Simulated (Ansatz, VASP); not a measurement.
# MgZn4O in VASP and in Ansatz

```
Mg Zn O
1.0
     0.00000    3.72485    3.72485
     3.72485    0.00000    3.72485
     3.72485    3.72485    0.00000
Mg Zn O
1 4 1
Direct
  0.50000 0.50000 0.50000
  0.12097 0.12097 0.12097
  0.12097 0.12097 0.63710
  0.12097 0.63710 0.12097
  0.63710 0.12097 0.12097
  0.25000 0.25000 0.25000
```

Alike in both runs: task relaxation of cell and atoms; functional PBE; k mesh 4 × 4 × 4; occupations gaussian, width 0.2 eV; no spin polarisation.

|  | VASP | Ansatz |
| --- | --- | --- |
| version | VASP 6.6.1 | Ansatz 0.2.0 |
| potentials or method | VASP PAW PBE potentials, release 64 (Mg, Zn, O), cutoff 600 eV | scalar-relativistic, plane waves, PAW |
| valence electrons in the cell | 56 | 64 |

|  | VASP | Ansatz | Ansatz less VASP |
| --- | --- | --- | --- |
| gap on the k mesh at the Fermi level, each at its own relaxed structure (eV) | none | none | - |
| relaxed volume (Å³/atom) | 22.05 | 21.68 | -0.369 |
| relaxed cell length with the largest relative difference (Å) | 5.719 | 5.687 | -0.0321 |

A gap of «none» marks a metal or a gap that the smearing closes. VASP's potentials hold 56 valence electrons a cell and Ansatz's 64, so a difference there can come from the potentials and not from the codes.

The k mesh is coarse, so the values compare programs but aren't converged. Noted on VASP's run: the volume moved by over 15 % at a fixed basis, so the end points are rough.
